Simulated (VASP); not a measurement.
**HfO2: single point with r2SCAN**

HfO2:

```
Hf O
1.0
    -2.52916   -2.52916    0.00000
     2.52916   -2.52916    0.00000
    -1.68594    0.00000   10.11664
Hf O
4 8
Direct
  0.85418 0.14582 0.43750
  0.27086 0.72914 0.68750
  0.68753 0.31247 0.93750
  0.43751 0.56249 0.18750
  0.47917 0.02083 0.06250
  0.89584 0.60416 0.31250
  0.31252 0.18748 0.56250
  0.72919 0.77081 0.81250
  0.39584 0.10416 0.31250
  0.81252 0.68748 0.56250
  0.22919 0.27081 0.81250
  0.97917 0.52083 0.06250
```

```yaml
Program: VASP 6.6.1
Task: single point
Functional: r2SCAN
Potentials_or_basis: VASP PAW PBE potentials, release 64 (Hf_pv, O)
Cutoff: 520 eV
k_mesh: 6 × 6 × 3
Occupations: gaussian, width 0.05 eV
Spin: no spin polarisation
```

| Quantity | Value |
| --- | --- |
| Pressure | 7.1 GPa |
| Largest force | 11.232 eV/Å |
| Band gap on the k mesh | 1.98 eV, indirect (least direct gap 2.52 eV) |

Forces on the atoms (eV/Å):
```
Hf    0.003   0.000   0.371
Hf    0.056   0.000   0.612
Hf   -0.406   0.000 -11.224
Hf    1.474   0.000   4.555
O    -0.845   2.635   3.018
O     0.034   0.040  -0.237
O    -0.014  -0.005  -0.193
O     0.262  -0.510   0.255
O     0.034  -0.040  -0.237
O    -0.014   0.005  -0.193
O     0.262   0.510   0.255
O    -0.845  -2.635   3.018
```

Stress tensor (GPa, compression positive):
```
 0.60  0.00  1.42
 0.00  4.69  0.00
 1.42  0.00 15.92
```

Levels at points of the mesh, in eV from the valence-band top:
```csv
k point,band 42,band 43,band 44,band 45,band 46,band 47
"(0.00, 0.00, 0.00)",-0.95,-0.80,-0.68,1.98,4.16,4.26
"(0.50, 0.00, 0.00)",-1.80,-1.40,-1.21,3.22,4.57,4.82
"(0.50, 0.50, 0.00)",-0.50,-0.28,-0.01,3.83,3.91,4.54
```

Wall time 17 min on 1 thread of Intel(R) Xeon(R) Platinum 8259CL CPU @ 2.50GHz (Skylake/Cascade Lake) (shared host), peak memory 0.36 GiB.

Caveat: the PAW data sets were made with another functional, which shifts forces and pressure a little; spin-orbit coupling is left out, which moves the levels of the heavy elements. A k mesh can miss the band edges.
